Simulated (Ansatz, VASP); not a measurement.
PtSe: VASP beside Ansatz

Contents of INCAR:

```
  PREC = Accurate
  ENCUT = 600
  EDIFF = 1E-7
  ISMEAR = -1
  SIGMA = 0.08
  LREAL = False
  LASPH = True
  NELM = 100
  ALGO = Normal
  ISIF = 3
  LWAVE = False
  LCHARG = False
  GGA = PE
  IBRION = 2
  NSW = 100
  EDIFFG = -0.005
```

Contents of KPOINTS:

```
regular mesh
0
Gamma
  10 10 10
```

The input POSCAR:

```
PtSe
1.0
    0.0000000000      2.8896032426      2.8896032426
    2.8896032426      0.0000000000      2.8896032426
    2.8896032426      2.8896032426      0.0000000000
Pt Se
1 1
Direct
    0.0000000000      0.0000000000      0.0000000000
    0.2500000000      0.2500000000      0.2500000000
```

Input for Ansatz:

```yaml
crystal:
  lattice:
    - [0.0, 2.8896032426, 2.8896032426]
    - [2.8896032426, 0.0, 2.8896032426]
    - [2.8896032426, 2.8896032426, 0.0]
  atoms:
    - { symbol: Pt, position: [0.0, 0.0, 0.0] }
    - { symbol: Se, position: [0.25, 0.25, 0.25] }
kpoints:
  mp_grid: { grid: [10, 10, 10] }
scf:
  occupations: { method: fermi_dirac, width: 0.08 }
hamiltonian:
  xc: pbe
  pseudopotentials: { kind: paw }
output:
  forces: true
  stress: true
relax:
  f_tol: 0.005
  max_steps: 80
  cell: {}
```

Alike in both runs: task relaxation of cell and atoms; functional PBE; k mesh 10 × 10 × 10; occupations fermi-dirac, width 0.08 eV; no spin polarisation.

```csv
,VASP,Ansatz
version,VASP 6.6.1,Ansatz 0.2.0
potentials or method,"VASP PAW PBE potentials, release 64 (Pt, Se)","PAW with Ansatz's default frozen-core files, scalar-relativistic"
plane-wave cutoff (eV),600,420
valence electrons in the cell,16,34
```

```tsv
	VASP	Ansatz	Ansatz less VASP
relaxed volume (Å³/atom)	23.13	23.12	-0.013
relaxed cell length with the largest relative difference (Å)	4.030	4.029	-0.0007
```

VASP's potentials hold 16 valence electrons a cell and Ansatz's 34, so a difference there can come from the potentials and not from the codes.

Neither program's run includes spin-orbit coupling.
